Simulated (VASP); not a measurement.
Input of a VASP 6.6.1 run:

Contents of INCAR:

```
SYSTEM = MgCd5O6
  PREC = Accurate
  ENCUT = 840
  EDIFF = 1E-6
  ISMEAR = 0
  SIGMA = 0.1
  LREAL = .False.
  LASPH = .True.
  NELM = 120
  ALGO = Normal
  ISIF = 2
  LWAVE = .False.
  LCHARG = .False.
  GGA = PE
  NBANDS = 85
  GGA_COMPAT = .False.
```

File KPOINTS:

```
regular mesh
0
Gamma
  6 6 1
  0 0 0
```

The input POSCAR:

```
MgCd5O6
1.0
    3.3029701000      0.0000000000      0.0000000000
   -1.6514850000      2.8604560000      0.0000000000
    0.0000000000      0.0000000000     16.3892462000
Mg Cd O
1 5 6
Direct
    0.0000000000      0.0000000000      0.5000000000
    0.6666667000      0.3333333000      0.6574450000
    0.3333333000      0.6666667000      0.3425550000
    0.6666667000      0.3333333000      0.1712630000
    0.0000000000      0.0000000000      0.0000000000
    0.3333333000      0.6666667000      0.8287370000
    0.3333333000      0.6666667000      0.5691900000
    0.6666667000      0.3333333000      0.4308100000
    0.0000000000      0.0000000000      0.2570790000
    0.3333333000      0.6666667000      0.0856770000
    0.6666667000      0.3333333000      0.9143230000
    0.0000000000      0.0000000000      0.7429210000
```

Potentials or basis: VASP PAW PBE potentials, release 64 (Mg_sv, Cd_sv_GW, O).

Run with:

```bash
$ cat potpaw_PBE.64/Mg_sv/POTCAR potpaw_PBE.64/Cd_sv_GW/POTCAR potpaw_PBE.64/O/POTCAR > POTCAR
$ mpirun -np 1 vasp_std > vasp.out
```

**Question.** Estimate the pressure.

**Answer.** -0.1 GPa.

**Question.** Estimate the largest force.

**Answer.** 0.022 eV/Å.

Forces on the atoms (eV/Å):
```
Mg   0.000  0.000  0.000
Cd   0.000  0.000 -0.022
Cd   0.000  0.000  0.022
Cd   0.000  0.000  0.018
Cd   0.000  0.000  0.000
Cd   0.000  0.000 -0.018
O    0.000  0.000  0.017
O    0.000  0.000 -0.017
O    0.000  0.000 -0.017
O    0.000  0.000 -0.009
O    0.000  0.000  0.009
O    0.000  0.000  0.017
```

Caveat: the k points lie up to 0.38 Å⁻¹ apart.
